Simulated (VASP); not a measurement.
# Al3B2As (P6/mmm) in VASP: a series of runs

The runs below take Al3B2As through single point, with PBE.

Program: VASP 6.6.1. These are calculated values, not measurements. Logs are shortened: lines on timing, memory, paths and dates and some standing lists are left out, and cuts for length are marked.

## 1. The cell of the first run

It takes space group P6/mmm (No. 191, hexagonal). Conventional cell: a = 5.740 Å, b = 5.740 Å, c = 2.973 Å, α = 90.00°, β = 90.00°, γ = 120.00°. Al (site symmetry mmm) has 4 B at 2.23 Å and 6 Al at 2.87 to 2.97 Å within 3.0 Å. Within 3.0 Å of B (site symmetry -6m2) lie 6 Al at 2.23 Å and 2 B at 2.97 Å. Within 3.9 Å of As (site symmetry 6/mmm) lie 2 As at 2.97 Å and 12 Al at 3.23 Å and 6 B at 3.31 Å.

The cell was generated, and may not be a known phase.

## 2. Single point, PBE

Contents of INCAR:

```
PREC     = Accurate       # precision mode
ENCUT    = 520            # plane-wave cutoff, eV
EDIFF    = 1E-7           # SCF threshold, eV
ISMEAR   = 0              # smearing method
SIGMA    = 0.1            # smearing width, eV
LREAL    = False          # projectors in reciprocal space
LASPH    = True           # aspherical terms in the spheres
NELM     = 100            # most SCF steps
ALGO     = Normal         # electronic algorithm
ISIF     = 2              # what is computed and relaxed
LWAVE    = False          # write WAVECAR
LCHARG   = True           # write CHGCAR
GGA      = PE             # functional
LELF     = True           # ELF
LVHAR    = True         
NBANDS   = 19             # bands
```

Contents of KPOINTS:

```
regular mesh
0
Gamma
  6 6 4
```

Contents of POSCAR:

```
Al3B2As
1.0
    5.7403330191      0.0000000000      0.0000000000
   -2.8701665096      4.9712742207      0.0000000000
    0.0000000000      0.0000000000      2.9731544935
Al B As
3 2 1
Direct
    0.5000000000      0.0000000000      0.5000000000
    0.0000000000      0.5000000000      0.5000000000
    0.5000000000      0.5000000000      0.5000000000
    0.3333333333      0.6666666667      0.0000000000
    0.6666666667      0.3333333333      0.0000000000
    0.0000000000      0.0000000000      0.0000000000
```

Potentials or basis: VASP PAW PBE potentials, release 64 (Al, B, As).

The run is started by

```
$ cat potpaw_PBE.64/Al/POTCAR potpaw_PBE.64/B/POTCAR potpaw_PBE.64/As/POTCAR > POTCAR
$ mpirun -np 1 vasp_std > vasp.out
```

OUTCAR:

```text
PREC = Accurate
   ENCUT = 520
   EDIFF = 1E-7
   ISMEAR = 0
   LREAL = False
   LASPH = True
   NELM = 100
   ISIF = 2
   GGA = PE

 ion  position               nearest neighbor table
   1  0.500  0.000  0.500-   4 2.23   5 2.23   4 2.23   5 2.23   2 2.87   2 2.87   3 2.87   3 2.87

   2  0.000  0.500  0.500-   4 2.23   5 2.23   4 2.23   5 2.23   1 2.87   1 2.87   3 2.87   3 2.87

   3  0.500  0.500  0.500-   4 2.23   5 2.23   4 2.23   5 2.23   2 2.87   2 2.87   1 2.87   1 2.87

   4  0.333  0.667  0.000-   2 2.23   2 2.23   1 2.23   1 2.23   3 2.23   3 2.23
   5  0.667  0.333  0.000-   2 2.23   2 2.23   1 2.23   1 2.23   3 2.23   3 2.23
   6  0.000  0.000  0.000-

  LATTYP: Found a hexagonal cell.
 ALAT       =     5.7403330191
 C/A-ratio  =     0.5179411166

  Lattice vectors:

 A1 = (   5.7403330191,   0.0000000000,   0.0000000000)
 A2 = (  -2.8701665096,   4.9712742207,   0.0000000000)
 A3 = (   0.0000000000,   0.0000000000,   2.9731544935)

Analysis of symmetry for initial positions (statically):
=====================================================================
 Subroutine PRICEL returns:
 Original cell was already a primitive cell.

 Routine SETGRP: Setting up the symmetry group for a
 hexagonal supercell.

 Subroutine GETGRP returns: Found 24 space group operations
 (whereof 24 operations were pure point group operations)
 out of a pool of 24 trial point group operations.

The static configuration has the point symmetry D_6h.

Analysis of symmetry for dynamics (positions and initial velocities):
=====================================================================
 Subroutine PRICEL returns:
 Original cell was already a primitive cell.

 Routine SETGRP: Setting up the symmetry group for a
 hexagonal supercell.

 Subroutine GETGRP returns: Found 24 space group operations
 (whereof 24 operations were pure point group operations)
 out of a pool of 24 trial point group operations.

The dynamic configuration has the point symmetry D_6h.

 Subroutine INISYM returns: Found 24 space group operations
 (whereof 24 operations are pure point group operations),
 and found     1 'primitive' translations

----------------------------------------------------------------------------------------

                                     Primitive cell

  volume of cell :      84.8442

  direct lattice vectors                    reciprocal lattice vectors
     5.740333019  0.000000000  0.000000000     0.174205921  0.100577835  0.000000000
    -2.870166510  4.971274221  0.000000000     0.000000000  0.201155671  0.000000000
     0.000000000  0.000000000  2.973154494     0.000000000  0.000000000  0.336343100

  length of vectors
     5.740333019  5.740333019  2.973154494     0.201155671  0.201155671  0.336343100

  position of ions in fractional coordinates (direct lattice)
     0.500000000  0.000000000  0.500000000
     1.000000000  0.500000000  0.500000000
     0.500000000  0.500000000  0.500000000
     0.333333333  0.666666667  0.000000000
     0.666666667  0.333333333  0.000000000
     0.000000000  0.000000000  0.000000000

  ion indices of the primitive-cell ions
   primitive index   ion index
                 1           1
                 2           2
                 3           3
                 4           4
                 5           5
                 6           6

----------------------------------------------------------------------------------------

 KPOINTS: regular mesh

Automatic generation of k-mesh.
 Grid dimensions read from file:
 generate k-points for:    6    6    4

 Generating k-lattice:

  Cartesian coordinates                     Fractional coordinates (reciprocal lattice)
     0.029034320  0.016762973  0.000000000     0.166666667 -0.000000000  0.000000000
     0.000000000  0.033525945  0.000000000     0.000000000  0.166666667  0.000000000
     0.000000000  0.000000000  0.084085775     0.000000000  0.000000000  0.250000000

  Length of vectors
     0.033525945  0.033525945  0.084085775

  Shift w.r.t. Gamma in fractional coordinates (k-lattice)
     0.000000000  0.000000000  0.000000000

 Subroutine IBZKPT returns following result:
 ===========================================

 Found     21 irreducible k-points:

 Following reciprocal coordinates:
            Coordinates               Weight
  0.000000  0.000000  0.000000      1.000000
  0.166667  0.000000  0.000000      6.000000
  0.333333  0.000000  0.000000      6.000000
  0.500000  0.000000  0.000000      3.000000
  0.166667  0.166667  0.000000      6.000000
  0.333333  0.166667  0.000000     12.000000
[... 13 lines left out ...]
  0.333333  0.166667  0.500000     12.000000
  0.333333  0.333333  0.500000      2.000000
   k-points           NKPTS =     21   k-points in BZ     NKDIM =     21   number of bands    NBANDS=     19
   number of dos      NEDOS =    301   number of ions     NIONS =      6
   total plane-waves  NPLWV =  55296
   dimension x,y,z NGX =    48 NGY =   48 NGZ =   24
   dimension x,y,z NGXF=    96 NGYF=   96 NGZF=   48
   ions per type =               3   2   1
   NGX,Y,Z   is equivalent  to a cutoff of  13.90, 13.90, 13.42 a.u.
   NGXF,Y,Z  is equivalent  to a cutoff of  27.80, 27.80, 26.84 a.u.
 SYSTEM =  unknown system
   PREC   = accura    normal or accurate (medium, high low for compatibility)
   ISTART =      0    job   : 0-new  1-cont  2-samecut
   ICHARG =      2    charge: 1-file 2-atom 10-const
   ISPIN  =      1    spin polarized calculation?
   LNONCOLLINEAR =      F non collinear calculations
   LSORBIT =      F    spin-orbit coupling
   LASPH  =      T    aspherical Exc in radial PAW
   ENCUT  =  520.0 eV  38.22 Ry    6.18 a.u.  10.67 10.67  5.53*2*pi/ulx,y,z
   NELM   =    100;   NELMIN=  2; NELMDL= -5     # of ELM steps
   EDIFF  = 0.1E-06   stopping-criterion for ELM
   LREAL  =      F    real-space projection
   EDIFFG = 0.1E-05   stopping-criterion for IOM
   NSW    =      0    number of steps for IOM
   IBRION =     -1    ionic relax: 0-MD 1-quasi-New 2-CG
   NFREE  =      0    steps in history (QN), initial steepest desc. (CG)
   ISIF   =      2    stress and relaxation
   ISYM   =      2    0-nonsym 1-usesym 2-fastsym
   POTIM  = 0.5000    time-step for ionic-motion
   TEBEG  =    0.0;   TEEND  =   0.0 temperature during run
   PSTRESS=    0.0 pullay stress
   NELECT =      20.0000    total number of electrons
   NUPDOWN=      -1.0000    fix difference up-down
   EMIN   =  10.00;   EMAX   =-10.00  energy-range for DOS
   EFERMI =   0.00;   METHOD = LEGACY
   ISMEAR =     0;   SIGMA  =   0.10  broadening in eV -4-tet -1-fermi 0-gaus
   EFERMI_NEDOS =   21; number of points for ismear=-14 and -15
   IALGO  =     38    algorithm
   IMIX   =      4    mixing-type and parameters
     AMIX     =   0.40;   BMIX     =  1.00
     AMIX_MAG =   1.60;   BMIX_MAG =  1.00
  volume/ion in A,a.u.               =      14.14        95.43
  Fermi-wavevector in a.u.,A,eV,Ry     =   1.011294  1.911068 13.914888  1.022715
  Thomas-Fermi vector in A             =   2.144335
   LORBIT       =      0    0 simple, 1 ext, 2 COOP (PROOUT), +10 PAW based schemes
   GGA     = PE    functional components
   LHFCALC =     F    Hartree Fock is set to
   AEXX    =    0.0000 exact exchange contribution
   IVDW    =     0    specifies the selected vdW correction
   LEPSILON=     F    determine dielectric tensor
   LRPA    =     F    only Hartree local field effects (RPA)
 non-spin polarized calculation
 Gauss-broadening in eV      SIGMA  =   0.10
  energy-cutoff  :      520.00
  volume of cell :       84.84
 maximum number of plane-waves:      2316
 NGX is ok and might be reduce to    48
   NGX = 21   NGY = 21   NGZ = 11

 number of electron      20.0000000 magnetization

 Free energy of the ion-electron system (eV)
  ---------------------------------------------------
  ext. energy  EPLUGINS =         0.00000000
  ---------------------------------------------------
  free energy    TOTEN  =       -26.59869402 eV

  energy without entropy =      -26.58078969  energy(sigma->0) =      -26.58974186

 E-fermi :   6.5751     XC(G=0): -10.4998

 val. band max:        6.5647776114   @ k =   0.3333   0.0000   0.0000
 cond. band min:       6.6022413381   @ k =   0.0000   0.0000   0.5000
 fundamental gap:      0.0374637267
 Fermi energy:         6.5751340091

 k-point     1 :       0.0000    0.0000    0.0000
  band No.  band energies     occupation
      1      -5.9677      2.00000
      2      -2.8814      2.00000
      3      -1.6742      2.00000
      4       0.7446      2.00000
      5       0.7446      2.00000
      6       1.6619      2.00000
[... 11 lines left out ...]
     18      14.1520      0.00000
     19      14.1520      0.00000

 k-point     2 :       0.1667    0.0000    0.0000
  band No.  band energies     occupation
      1      -5.8305      2.00000
      2      -3.1112      2.00000
      3      -2.0855      2.00000
      4       0.3211      2.00000
      5       0.8973      2.00000
      6       2.3700      2.00000
[... 11 lines left out ...]
     18      14.1184      0.00000
     19      14.9917      0.00000

 k-point     3 :       0.3333    0.0000    0.0000
  band No.  band energies     occupation
      1      -5.4428      2.00000
      2      -3.7349      2.00000
      3      -2.6299      2.00000
      4      -0.1006      2.00000
      5       1.7747      2.00000
      6       3.6261      2.00000
[... 11 lines left out ...]
     18      14.1554      0.00000
     19      15.2211      0.00000

 k-point     4 :       0.5000    0.0000    0.0000
  band No.  band energies     occupation
      1      -5.0637      2.00000
      2      -4.2598      2.00000
      3      -2.8011      2.00000
      4      -0.2482      2.00000
      5       2.7796      2.00000
      6       3.6589      2.00000
[... 341 lines left out ...]
     18      14.5068      0.00000
     19      14.8920      0.00000

 k-point    20 :       0.3333    0.1667    0.5000
  band No.  band energies     occupation
      1      -2.5593      2.00000
      2      -0.6320      2.00000
      3      -0.4055      2.00000
      4       0.1949      2.00000
      5       0.3740      2.00000
      6       2.0851      2.00000
[... 11 lines left out ...]
     18      12.8690      0.00000
     19      13.2308      0.00000

 k-point    21 :       0.3333    0.3333    0.5000
  band No.  band energies     occupation
      1      -2.4797      2.00000
      2      -0.3844      2.00000
      3      -0.3844      2.00000
      4       0.0126      2.00000
      5       0.0126      2.00000
      6       1.7890      2.00000
[... 11 lines left out ...]
     18      12.8393      0.00000
     19      13.0112      0.00000

------------------------ aborting loop because EDIFF is reached ----------------------------------------

  FORCE on cell =-STRESS in cart. coord.  units (eV):
  Direction    XX          YY          ZZ          XY          YZ          ZX
  --------------------------------------------------------------------------------------
  -------------------------------------------------------------------------------------
  Total       -0.0315362     -0.0315362     -0.0827664      0.0000000     -0.0000000     -0.0000000
  in kB       -0.5955211     -0.5955211     -1.5629405      0.0000000     -0.0000000     -0.0000000
  external PRESSURE =      -0.9179942 kB  Pullay stress =       0.0000000 kB

 VOLUME and BASIS-vectors are now :
 -----------------------------------------------------------------------------
  energy-cutoff  :      520.00
  volume of cell :       84.84
      direct lattice vectors                 reciprocal lattice vectors
     5.740333019  0.000000000  0.000000000     0.174205921  0.100577835  0.000000000
    -2.870166510  4.971274221  0.000000000     0.000000000  0.201155671  0.000000000
     0.000000000  0.000000000  2.973154494     0.000000000  0.000000000  0.336343100

 POSITION                                       TOTAL-FORCE (eV/Angst)
 -----------------------------------------------------------------------------------
      2.87017      0.00000      1.48658         0.000000      0.000000      0.000000
     -1.43508      2.48564      1.48658        -0.000000      0.000000      0.000000
      1.43508      2.48564      1.48658         0.000000      0.000000      0.000000
     -0.00000      3.31418      0.00000         0.000000      0.000000      0.000000
      2.87017      1.65709      0.00000        -0.000000      0.000000      0.000000
      0.00000      0.00000      0.00000         0.000000      0.000000      0.000000
 -----------------------------------------------------------------------------------
    total drift:                               -0.000000      0.000000      0.000000

  FREE ENERGIE OF THE ION-ELECTRON SYSTEM (eV)
  ---------------------------------------------------
  free  energy   TOTEN  =       -26.5986940227 eV

  energy  without entropy=      -26.5807896905  energy(sigma->0) =      -26.58974186
```

It took 50 s on 1 thread of Intel Xeon 8259CL, shared host; peak memory 0.24 GiB.

Results:

* Free energy: -26.5987 eV
* Pressure: -0.1 GPa
* Band gap on the k mesh: zero (bands 10 and 11 overlap by 2.16 eV)

Stress tensor (GPa, compression positive):
```
-0.06  0.00  0.00
 0.00 -0.06  0.00
 0.00  0.00 -0.16
```

Levels at points of the mesh, in eV from the Fermi level:
```csv
k point,band 7,band 8,band 9,band 10,band 11,band 12,band 13,band 14
"(0.00, 0.00, 0.00)",-4.91,0.87,1.30,1.30,2.13,4.52,4.56,5.42
"(0.50, 0.00, 0.00)",-1.64,-1.31,-0.52,1.33,1.67,2.07,4.16,5.04
"(0.00, 0.00, 0.50)",-3.11,-3.11,-1.87,-1.87,0.03,0.03,0.24,0.24
"(0.50, 0.00, 0.50)",-3.91,-1.28,-1.18,-0.22,0.96,0.97,1.52,1.88
```

Caveat: the k points lie up to 0.53 Å⁻¹ apart, too coarse for converged energies and pressures of a metal.

## 3. Single point, PBE

This run uses another cell than the first one, of 16.43 Å³/atom.

Contents of INCAR:

```
  PREC = Accurate
  ENCUT = 520
  EDIFF = 1E-7
  ISMEAR = 0
  SIGMA = 0.1
  LREAL = False
  LASPH = True
  NELM = 100
  ALGO = Normal
  ISIF = 2
  LWAVE = False
  LCHARG = False
  GGA = PE
  NBANDS = 19
```

KPOINTS is that of step 2.

Contents of POSCAR:

```
Al3B2As
1.0
    4.7911822000      0.0000000000      0.0000000000
   -2.3955911000      4.1492855000      0.0000000000
    0.0000000000      0.0000000000      4.9587274600
Al B As
3 2 1
Direct
    0.5000000000      0.0000000000      0.5000000000
    0.0000000000      0.5000000000      0.5000000000
    0.5000000000      0.5000000000      0.5000000000
    0.3333333300      0.6666666700      0.0000000000
    0.6666666700      0.3333333300      0.0000000000
    0.0000000000      0.0000000000      0.0000000000
```

Potentials or basis: VASP PAW PBE potentials, release 64 (Al, B, As).

The run is started by

```
$ cat potpaw_PBE.64/Al/POTCAR potpaw_PBE.64/B/POTCAR potpaw_PBE.64/As/POTCAR > POTCAR
$ mpirun -np 1 vasp_std > vasp.out
```

Run time: 50 s. Hardware: 1 thread of Intel Xeon 8259CL, shared host; peak memory 0.23 GiB.

The run converged. Its results:

```yaml
Free_energy: -20.9752 eV
Pressure: -1.6 GPa
Band_gap_on_the_k_mesh: zero (bands 10 and 11 overlap by 2.58 eV)
```

Stress tensor (GPa, compression positive):
```
  8.15   0.00   0.00
  0.00   8.15   0.00
  0.00   0.00 -21.20
```

Levels at points of the mesh, in eV from the Fermi level:
```tsv
k point	band 7	band 8	band 9	band 10	band 11	band 12	band 13	band 14
(0.00, 0.00, 0.00)	-3.05	-2.44	-2.44	-0.44	0.43	0.95	1.30	1.30
(0.50, 0.00, 0.00)	-3.08	-2.77	-1.30	-0.25	-0.10	1.31	1.88	2.52
(0.00, 0.00, 0.50)	-2.43	-1.64	-1.64	-0.95	-0.52	-0.52	-0.16	-0.16
(0.50, 0.00, 0.50)	-3.50	-2.34	1.57	1.59	1.87	2.04	3.31	3.35
```

Caveat: the stress differs along the axes, from -21 to 8 GPa.

## 4. Single point, PBE

This run uses another cell than the first one, of 14.48 Å³/atom.

Contents of INCAR:

```
PREC = Accurate ; ENCUT = 520
EDIFF = 1E-7 ; ISMEAR = 0
SIGMA = 0.1 ; LREAL = F
LASPH = T ; NELM = 100
ALGO = Normal ; ISIF = 2
LWAVE = F ; LCHARG = F
GGA = PE ; NBANDS = 19
```

Contents of KPOINTS:

```
regular mesh
0
Gamma
  6 6 6
```

Contents of POSCAR:

```
Al3B2As
1.0
    6.2060480841      0.0000000000      0.0000000000
   -3.1030240421      5.3745952979      0.0000000000
    0.0000000000      0.0000000000      2.6050817280
Al B As
3 2 1
Direct
    0.5000000000      0.0000000000      0.5000000000
    0.0000000000      0.5000000000      0.5000000000
    0.5000000000      0.5000000000      0.5000000000
    0.3333333333      0.6666666667      0.0000000000
    0.6666666667      0.3333333333      0.0000000000
    0.0000000000      0.0000000000      0.0000000000
```

The run is started by

```
$ cat potpaw_PBE.64/Al/POTCAR potpaw_PBE.64/B/POTCAR potpaw_PBE.64/As/POTCAR > POTCAR
$ mpirun -np 1 vasp_std > vasp.out
```

Wall time 60 s (1 thread of Intel Xeon 8259CL, shared host); peak memory 0.23 GiB.

It converged, with:

| Quantity | Value |
| --- | --- |
| Free energy | -26.9369 eV |
| Pressure | 0.2 GPa |
| Band gap on the k mesh | zero (bands 10 and 11 overlap by 3.42 eV) |

Stress tensor (GPa, compression positive):
```
0.20 0.00 0.00
0.00 0.20 0.00
0.00 0.00 0.06
```

Levels at points of the mesh, in eV from the Fermi level:
```
           k point  band 5  band 6  band 7  band 8  band 9  band 10  band 11  band 12  band 13  band 14
(0.00, 0.00, 0.00)   -7.24   -5.58   -5.58   -0.94   -0.94     1.86     3.95     4.45     4.59     5.01
(0.50, 0.00, 0.00)   -5.57   -4.46   -3.20   -2.88   -2.17     0.01     2.67     2.82     4.13     4.26
(0.00, 0.00, 0.50)   -4.87   -4.53   -3.62   -3.62   -1.42    -1.42     0.23     0.23     0.85     0.85
(0.50, 0.00, 0.50)   -6.03   -4.98   -3.98   -1.91   -0.77    -0.69     0.22     0.78     1.15     1.25
```

Caveat: the k points lie up to 0.40 Å⁻¹ apart, too coarse for converged energies and pressures of a metal.

[end of part 1 of 2]

The gap in the log of VASP goes by the Fermi energy; the results here count the filled bands.